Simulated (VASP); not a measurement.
# Zr in VASP: further runs

Runs on Zr. Level: r2SCAN. Tasks: electric field gradients.

All numbers are computed with VASP 6.6.1; they aren't measurements. Logs are shortened: lines on timing, memory, paths and dates and some standing lists are left out, and cuts for length are marked.

## Step 1: The cell of the first run

Symmetry: I4/mmm, No. 139, tetragonal system. The conventional cell has a = 3.546 Å, b = 3.546 Å, c = 3.582 Å, α = 90.00°, β = 90.00°, γ = 90.00°. Zr (site symmetry 4/mmm) has 14 Zr at 3.08 to 3.58 Å within 4.1 Å.

This isn't the form of Zr at room conditions, which is hcp.

## Step 2: Electric field gradients, r2SCAN (x and y stretched by -1 %, z held)

POSCAR reads:

```
Zr
1.0
   -1.7729387982      1.7729387982      1.7908472709
    1.7729387982     -1.7729387982      1.7908472709
    1.7729387982      1.7729387982     -1.7908472709
Zr
1
Direct
    0.0000000000      0.0000000000      0.0000000000
```

INCAR.step1 reads:

```
  ALGO = Normal
  EDIFF = 1E-4
  ENCUT = 520
  GGA = PE
  ISMEAR = -1
  LASPH = True
  LCHARG = False
  LREAL = False
  LWAVE = True
  NBANDS = 12
  NELM = 80
  PREC = Accurate
  SIGMA = 0.05
```

INCAR.step2 reads:

```
  ALGO = Normal
  EDIFF = 1E-8
  ENCUT = 520
  ISIF = 2
  ISMEAR = -1
  ISTART = 1
  LASPH = True
  LCHARG = False
  LEFG = True
  LMIXTAU = True
  LREAL = False
  LWAVE = False
  METAGGA = R2SCAN
  NBANDS = 12
  NELM = 80
  PREC = Accurate
  SIGMA = 0.05
```

KPOINTS reads:

```
k-points
0
Gamma
  13 13 13
```

Potentials or basis: VASP PAW PBE potentials, release 64 (Zr_sv).

Run with:

```
> cat potpaw_PBE.64/Zr_sv/POTCAR > POTCAR
> cp INCAR.step1 INCAR
> mpirun -np 1 vasp_std > vasp.out
> cp INCAR.step2 INCAR
> mpirun -np 1 vasp_std > vasp.out
```

OUTCAR:

```text
EDIFF = 1E-8
   ENCUT = 520
   ISIF = 2
   ISMEAR = -1
   ISTART = 1
   LASPH = True
   LREAL = False
   METAGGA = R2SCAN
   NELM = 80
   PREC = Accurate

 ion  position               nearest neighbor table
   1  0.000  0.000  0.000-

  LATTYP: Found a body centered tetragonal cell.
 ALAT       =     3.5458775964
 C/A-ratio  =     1.0101010101

  Lattice vectors:

 A1 = (  -1.7729387982,   1.7729387982,   1.7908472709)
 A2 = (   1.7729387982,  -1.7729387982,   1.7908472709)
 A3 = (   1.7729387982,   1.7729387982,  -1.7908472709)

Analysis of symmetry for initial positions (statically):
=====================================================================
 Subroutine PRICEL returns:
 Original cell was already a primitive cell.

 Routine SETGRP: Setting up the symmetry group for a
 body centered tetragonal supercell.

 Subroutine GETGRP returns: Found 16 space group operations
 (whereof 16 operations were pure point group operations)
 out of a pool of 16 trial point group operations.

The static configuration has the point symmetry D_4h.

Analysis of symmetry for dynamics (positions and initial velocities):
=====================================================================
 Subroutine PRICEL returns:
 Original cell was already a primitive cell.

 Routine SETGRP: Setting up the symmetry group for a
 body centered tetragonal supercell.

 Subroutine GETGRP returns: Found 16 space group operations
 (whereof 16 operations were pure point group operations)
 out of a pool of 16 trial point group operations.

The dynamic configuration has the point symmetry D_4h.

 Subroutine INISYM returns: Found 16 space group operations
 (whereof 16 operations are pure point group operations),
 and found     1 'primitive' translations

----------------------------------------------------------------------------------------

                                     Primitive cell

  volume of cell :      22.5168

  direct lattice vectors                    reciprocal lattice vectors
    -1.772938798  1.772938798  1.790847271     0.000000000  0.282017631  0.279197455
     1.772938798 -1.772938798  1.790847271     0.282017631  0.000000000  0.279197455
     1.772938798  1.772938798 -1.790847271     0.282017631  0.282017631  0.000000000

  length of vectors
     3.081194235  3.081194235  3.081194235     0.396844003  0.396844003  0.398833159

  position of ions in fractional coordinates (direct lattice)
     0.000000000  0.000000000  0.000000000

  ion indices of the primitive-cell ions
   primitive index   ion index
                 1           1

----------------------------------------------------------------------------------------

 KPOINTS: k-points

Automatic generation of k-mesh.
 Grid dimensions read from file:
 generate k-points for:   13   13   13

 Generating k-lattice:

  Cartesian coordinates                     Fractional coordinates (reciprocal lattice)
     0.000000000  0.021693664  0.021476727     0.076923077 -0.000000000  0.000000000
     0.021693664  0.000000000  0.021476727    -0.000000000  0.076923077  0.000000000
     0.021693664  0.021693664  0.000000000     0.000000000  0.000000000  0.076923077

  Length of vectors
     0.030526462  0.030526462  0.030679474

  Shift w.r.t. Gamma in fractional coordinates (k-lattice)
     0.000000000  0.000000000  0.000000000

 Subroutine IBZKPT returns following result:
 ===========================================

 Found    196 irreducible k-points:

 Following reciprocal coordinates:
            Coordinates               Weight
  0.000000  0.000000  0.000000      1.000000
  0.076923  0.000000 -0.000000      8.000000
  0.153846 -0.000000  0.000000      8.000000
  0.230769  0.000000 -0.000000      8.000000
  0.307692 -0.000000  0.000000      8.000000
  0.384615  0.000000 -0.000000      8.000000
[... 16 lines left out ...]
  0.384615  0.153846 -0.000000     16.000000
  0.461538  0.153846  0.000000     16.000000
 [... further k-points ...]
   k-points           NKPTS =    196   k-points in BZ     NKDIM =    196   number of bands    NBANDS=     12
   number of dos      NEDOS =    301   number of ions     NIONS =      1
   total plane-waves  NPLWV =  13824
   dimension x,y,z NGX =    24 NGY =   24 NGZ =   24
   dimension x,y,z NGXF=    48 NGYF=   48 NGZF=   48
   ions per type =               1
   NGX,Y,Z   is equivalent  to a cutoff of  12.95, 12.95, 12.95 a.u.
   NGXF,Y,Z  is equivalent  to a cutoff of  25.90, 25.90, 25.90 a.u.
 SYSTEM =  unknown system
   PREC   = accura    normal or accurate (medium, high low for compatibility)
   ISTART =      1    job   : 0-new  1-cont  2-samecut
   ICHARG =      0    charge: 1-file 2-atom 10-const
   ISPIN  =      1    spin polarized calculation?
   LNONCOLLINEAR =      F non collinear calculations
   LSORBIT =      F    spin-orbit coupling
   LASPH  =      T    aspherical Exc in radial PAW
   ENCUT  =  520.0 eV  38.22 Ry    6.18 a.u.   5.73  5.73  5.73*2*pi/ulx,y,z
   NELM   =     80;   NELMIN=  2; NELMDL=  0     # of ELM steps
   EDIFF  = 0.1E-07   stopping-criterion for ELM
   LREAL  =      F    real-space projection
   EDIFFG = 0.1E-06   stopping-criterion for IOM
   NSW    =      0    number of steps for IOM
   IBRION =     -1    ionic relax: 0-MD 1-quasi-New 2-CG
   NFREE  =      0    steps in history (QN), initial steepest desc. (CG)
   ISIF   =      2    stress and relaxation
   ISYM   =      2    0-nonsym 1-usesym 2-fastsym
   POTIM  = 0.5000    time-step for ionic-motion
   TEBEG  =    0.0;   TEEND  =   0.0 temperature during run
   PSTRESS=    0.0 pullay stress
   NELECT =      12.0000    total number of electrons
   NUPDOWN=      -1.0000    fix difference up-down
   EMIN   =  10.00;   EMAX   =-10.00  energy-range for DOS
   EFERMI =   0.00;   METHOD = LEGACY
   ISMEAR =    -1;   SIGMA  =   0.05  broadening in eV -4-tet -1-fermi 0-gaus
   EFERMI_NEDOS =   21; number of points for ismear=-14 and -15
   IALGO  =     38    algorithm
   IMIX   =      4    mixing-type and parameters
     AMIX     =   0.40;   BMIX     =  1.00
     AMIX_MAG =   1.60;   BMIX_MAG =  1.00
  volume/ion in A,a.u.               =      22.52       151.95
  Fermi-wavevector in a.u.,A,eV,Ry     =   1.327292  2.508219 23.969449  1.761705
  Thomas-Fermi vector in A             =   2.456615
   LORBIT       =      0    0 simple, 1 ext, 2 COOP (PROOUT), +10 PAW based schemes
   METAGGA = R2SCAN    functional components
   LHFCALC =     F    Hartree Fock is set to
   AEXX    =    0.0000 exact exchange contribution
   IVDW    =     0    specifies the selected vdW correction
   LEPSILON=     F    determine dielectric tensor
   LRPA    =     F    only Hartree local field effects (RPA)
 non-spin polarized calculation
  energy-cutoff  :      520.00
  volume of cell :       22.52
 maximum number of plane-waves:       620
   NGX = 11   NGY = 11   NGZ = 11

 number of electron      12.0000000 magnetization

 Free energy of the ion-electron system (eV)
  ---------------------------------------------------
  ext. energy  EPLUGINS =         0.00000000
  ---------------------------------------------------
  free energy    TOTEN  =       -22.63506998 eV

  energy without entropy =      -22.61990691  energy(sigma->0) =      -22.62748845

 E-fermi :   9.1261     XC(G=0): -12.1335

 val. band max:        9.1200492854   @ k =  -0.2308  -0.3846   0.0769
 cond. band min:       9.1341039885   @ k =   0.3846   0.2308   0.0769
 fundamental gap:      0.0140547031
 Fermi energy:         9.1260603948

 k-point     1 :       0.0000    0.0000    0.0000
  band No.  band energies     occupation
      1     -41.0213      2.00000
      2     -17.7706      2.00000
      3     -17.7698      2.00000
      4     -17.7698      2.00000
      5       3.3459      2.00000
      6      10.4064      0.00000
      7      10.4064      0.00000
      8      10.5151      0.00000
      9      12.9800      0.00000
     10      13.1269      0.00000
     11      22.0356      0.00000
     12      22.2047      0.00000

 k-point     2 :       0.0769    0.0000   -0.0000
  band No.  band energies     occupation
      1     -41.0108      2.00000
      2     -17.8398      2.00000
      3     -17.7902      2.00000
      4     -17.7707      2.00000
      5       3.5639      2.00000
      6      10.3043      0.00000
      7      10.3499      0.00000
      8      10.6760      0.00000
      9      12.7776      0.00000
     10      13.0948      0.00000
     11      22.2970      0.00000
     12      22.5999      0.00000

 k-point     3 :       0.1538   -0.0000    0.0000
  band No.  band energies     occupation
      1     -40.9816      2.00000
      2     -18.0290      2.00000
      3     -17.8463      2.00000
      4     -17.7720      2.00000
      5       4.1709      2.00000
      6       9.9288      0.00000
      7      10.0904      0.00000
      8      11.2816      0.00000
      9      12.4703      0.00000
     10      13.0936      0.00000
     11      22.6674      0.00000
     12      23.7113      0.00000
[... 286 lines left out ...]
 k-point    23 :       0.3846    0.1538   -0.0000
  band No.  band energies     occupation
      1     -40.8274      2.00000
      2     -18.8035      2.00000
      3     -18.2026      2.00000
      4     -17.8562      2.00000
      5       6.6956      2.00000
      6       8.5426      1.99998
      7       9.7773      0.00000
      8      12.8595      0.00000
      9      13.9541      0.00000
     10      16.6695      0.00000
     11      19.7953      0.00000
     12      20.9379      0.00000

 k-point    24 :       0.4615    0.1538    0.0000
  band No.  band energies     occupation
      1     -40.8272      2.00000
      2     -18.8046      2.00000
      3     -18.2020      2.00000
      4     -17.8574      2.00000
      5       6.6946      2.00000
      6       8.5365      1.99998
      7       9.7840      0.00000
      8      12.8454      0.00000
      9      14.0022      0.00000
     10      16.6552      0.00000
     11      19.7913      0.00000
     12      20.9064      0.00000

 [... further k-points ...]
[... 5 lines left out ...]
  --------------------------------------------------------------------------------------
  -------------------------------------------------------------------------------------
  Total        0.2333485      0.2333485      0.2572238      0.0000000      0.0000000     -0.0000000
  in kB       16.6038799     16.6038799     18.3027243      0.0000000      0.0000000     -0.0000000
  external PRESSURE =      17.1701614 kB  Pullay stress =       0.0000000 kB

 VOLUME and BASIS-vectors are now :
 -----------------------------------------------------------------------------
  energy-cutoff  :      520.00
  volume of cell :       22.52
      direct lattice vectors                 reciprocal lattice vectors
    -1.772938798  1.772938798  1.790847271     0.000000000  0.282017631  0.279197455
     1.772938798 -1.772938798  1.790847271     0.282017631  0.000000000  0.279197455
     1.772938798  1.772938798 -1.790847271     0.282017631  0.282017631  0.000000000

 POSITION                                       TOTAL-FORCE (eV/Angst)
 -----------------------------------------------------------------------------------
      0.00000      0.00000      0.00000        -0.000000     -0.000000      0.000000
 -----------------------------------------------------------------------------------
    total drift:                                0.000000      0.000000      0.000000

  FREE ENERGIE OF THE ION-ELECTRON SYSTEM (eV)
  ---------------------------------------------------
  free  energy   TOTEN  =       -22.6350699805 eV

  energy  without entropy=      -22.6199069146  energy(sigma->0) =      -22.62748845

 Electric field gradients (V/A^2)
---------------------------------------------------------------------
 ion       V_xx      V_yy      V_zz      V_xy      V_xz      V_yz
---------------------------------------------------------------------
   1       0.444     0.444    -0.887    -0.000    -0.000    -0.000
---------------------------------------------------------------------

 Electric field gradients after diagonalization (V/A^2)
 (convention: |V_zz| > |V_xx| > |V_yy|)
----------------------------------------------------------------------
 ion       V_xx      V_yy      V_zz     asymmetry (V_yy - V_xx)/ V_zz
----------------------------------------------------------------------
   1       0.444     0.444    -0.887       0.000
----------------------------------------------------------------------

           NMR quadrupolar parameters

 Cq : quadrupolar parameter    Cq=e*Q*V_zz/h
 eta: asymmetry parameters     (V_yy - V_xx)/ V_zz
 Q  : nuclear electric quadrupole moment in mb (millibarn)
----------------------------------------------------------------------
 ion       Cq(MHz)       eta       Q (mb)
----------------------------------------------------------------------
   1      -0.002       0.000       1.000
----------------------------------------------------------------------
```

Wall time 67 s (1 thread of Intel Xeon 6975P-C (Granite Rapids), shared host); peak memory 0.18 GiB.

What came out:

| Quantity | Value |
| --- | --- |
| Free energy | -22.6351 eV |
| Pressure | 1.7 GPa |
| Band gap on the k mesh | zero (bands 6 and 7 overlap by 1.89 eV) |
| Largest electric field gradient by atom | Zr -0.9 V/Å² |

Electric field gradients, principal values (V/Å²):
| atom | least | middle | greatest (by size) |
| --- | --- | --- | --- |
| 1 Zr | 0.444 | 0.444 | -0.887 |

Caveat: the cell differs from its parent crystal (x and y stretched by -1 %, z held); without QUAD_EFG the Cq values of the log hold for a quadrupole moment of 1 mb, not for the nuclei; the PAW data sets were made with another functional, which shifts forces and pressure a little.

## Step 3: Electric field gradients, r2SCAN (xy shear strain of -4 %)

POSCAR reads:

```
Zr
1.0
   -1.8266642163      1.8266642163      1.7908472709
    1.8266642163     -1.8266642163      1.7908472709
    1.7550303255      1.7550303255     -1.7908472709
Zr
1
Direct
    0.0000000000      0.0000000000      0.0000000000
```

INCAR.step1 reads:

```
PREC = Accurate
ENCUT = 520
ISMEAR = -1
SIGMA = 0.05
LREAL = F
LASPH = T
NELM = 80
NBANDS = 12
GGA = PE
ALGO = Normal
EDIFF = 1E-4
LWAVE = T
LCHARG = F
```

INCAR.step2 reads:

```
PREC = Accurate
ENCUT = 520
EDIFF = 1E-8
ISMEAR = -1
SIGMA = 0.05
LREAL = F
LASPH = T
NELM = 80
ALGO = Normal
ISIF = 2
LWAVE = F
LCHARG = F
METAGGA = R2SCAN
LMIXTAU = T
LEFG = T
NBANDS = 12
ISTART = 1
```

KPOINTS reads:

```
Automatic mesh
0
Gamma
  13 13 13
```

Potentials or basis: VASP PAW PBE potentials, release 64 (Zr_sv).

Run with:

```
> cat potpaw_PBE.64/Zr_sv/POTCAR > POTCAR
> cp INCAR.step1 INCAR
> mpirun -np 1 vasp_std > vasp.out
> cp INCAR.step2 INCAR
> mpirun -np 1 vasp_std > vasp.out
```

OUTCAR:

```text
PREC = Accurate
   ENCUT = 520
   EDIFF = 1E-8
   ISMEAR = -1
   LREAL = F
   LASPH = T
   NELM = 80
   ISIF = 2
   METAGGA = R2SCAN
   ISTART = 1

 ion  position               nearest neighbor table
   1  0.000  0.000  0.000-

  LATTYP: Found a face centered orthorhombic cell.
 ALAT       =     3.5816945418
 B/A-ratio  =     1.3859292911
 C/A-ratio  =     1.4424978336

  Lattice vectors:

 A1 = (  -0.0716338908,   3.5816945418,   0.0000000000)
 A2 = (  -1.8266642163,   1.8266642163,   1.7908472709)
 A3 = (   1.7550303255,   1.7550303255,   1.7908472709)

Analysis of symmetry for initial positions (statically):
=====================================================================
[... 545 lines left out ...]
  in kB       -1.0214443     -1.0214443      0.3082273     11.8742597      0.0000000     -0.0000000
  external PRESSURE =      -0.5782205 kB  Pullay stress =       0.0000000 kB

 VOLUME and BASIS-vectors are now :
 -----------------------------------------------------------------------------
  energy-cutoff  :      520.00
  volume of cell :       22.96
      direct lattice vectors                 reciprocal lattice vectors
    -1.826664216  1.826664216  1.790847271     0.005586184  0.279309178  0.279197455
     1.826664216 -1.826664216  1.790847271     0.279309178  0.005586184  0.279197455
     1.755030325  1.755030325 -1.790847271     0.284895362  0.284895362  0.000000000

 POSITION                                       TOTAL-FORCE (eV/Angst)
 -----------------------------------------------------------------------------------
      0.00000      0.00000      0.00000         0.000000      0.000000      0.000000
 -----------------------------------------------------------------------------------
    total drift:                                0.000000      0.000000      0.000000

  FREE ENERGIE OF THE ION-ELECTRON SYSTEM (eV)
  ---------------------------------------------------
  free  energy   TOTEN  =       -22.6341960011 eV

  energy  without entropy=      -22.6199891328  energy(sigma->0) =      -22.62709257

 Electric field gradients (V/A^2)
---------------------------------------------------------------------
 ion       V_xx      V_yy      V_zz      V_xy      V_xz      V_yz
---------------------------------------------------------------------
   1      -0.779    -0.779     1.558    28.103    -0.000    -0.000
---------------------------------------------------------------------

 Electric field gradients after diagonalization (V/A^2)
 (convention: |V_zz| > |V_xx| > |V_yy|)
----------------------------------------------------------------------
 ion       V_xx      V_yy      V_zz     asymmetry (V_yy - V_xx)/ V_zz
----------------------------------------------------------------------
   1      27.324     1.558   -28.881       0.892
----------------------------------------------------------------------

           NMR quadrupolar parameters

 Cq : quadrupolar parameter    Cq=e*Q*V_zz/h
 eta: asymmetry parameters     (V_yy - V_xx)/ V_zz
 Q  : nuclear electric quadrupole moment in mb (millibarn)
----------------------------------------------------------------------
 ion       Cq(MHz)       eta       Q (mb)
----------------------------------------------------------------------
   1      -0.070       0.892       1.000
----------------------------------------------------------------------
```

OSZICAR.step1:

```text
N       E                     dE             d eps       ncg     rms          rms(c)
DAV:   1     0.873962864908E+02    0.87396E+02   -0.69097E+03  8256   0.998E+02
DAV:   2    -0.570394289053E+01   -0.93100E+02   -0.90526E+02  9500   0.271E+02
DAV:   3    -0.869310851844E+01   -0.29892E+01   -0.29448E+01 12404   0.409E+01
DAV:   4    -0.875981644049E+01   -0.66708E-01   -0.66675E-01  9508   0.587E+00
DAV:   5    -0.876160822519E+01   -0.17918E-02   -0.17917E-02 11760   0.667E-01    0.104E+01
DAV:   6    -0.848568391762E+01    0.27592E+00   -0.36593E-01  8960   0.559E+00    0.418E+00
DAV:   7    -0.843662453157E+01    0.49059E-01   -0.18557E-01 10200   0.380E+00    0.666E-01
DAV:   8    -0.843957694225E+01   -0.29524E-02   -0.11168E-02  9708   0.120E+00    0.935E-02
DAV:   9    -0.843958773186E+01   -0.10790E-04   -0.41264E-04 10628   0.174E-01
   1 F= -.84395877E+01 E0= -.84318270E+01  d E =-.155215E-01
```

Run time: 1.9 min. Hardware: 1 thread of Intel Xeon 6975P-C (Granite Rapids), shared host; peak memory 0.2 GiB.

Results:

| Item | Value |
| --- | --- |
| Free energy | -22.6342 eV |
| Pressure | -0.1 GPa |
| Band gap on the k mesh | zero (bands 6 and 7 overlap by 1.83 eV) |
| Largest electric field gradient by atom | Zr -28.9 V/Å² |

Stress tensor (GPa, compression positive):
```
-0.10  1.19  0.00
 1.19 -0.10  0.00
 0.00  0.00  0.03
```

Electric field gradients, principal values (V/Å²):
| atom | least | middle | greatest (by size) |
| --- | --- | --- | --- |
| 1 Zr | 1.558 | 27.324 | -28.881 |

Caveat: the cell differs from its parent crystal (xy shear strain of -4 %); without QUAD_EFG the Cq values of the log hold for a quadrupole moment of 1 mb, not for the nuclei; the PAW data sets were made with another functional, which shifts forces and pressure a little.
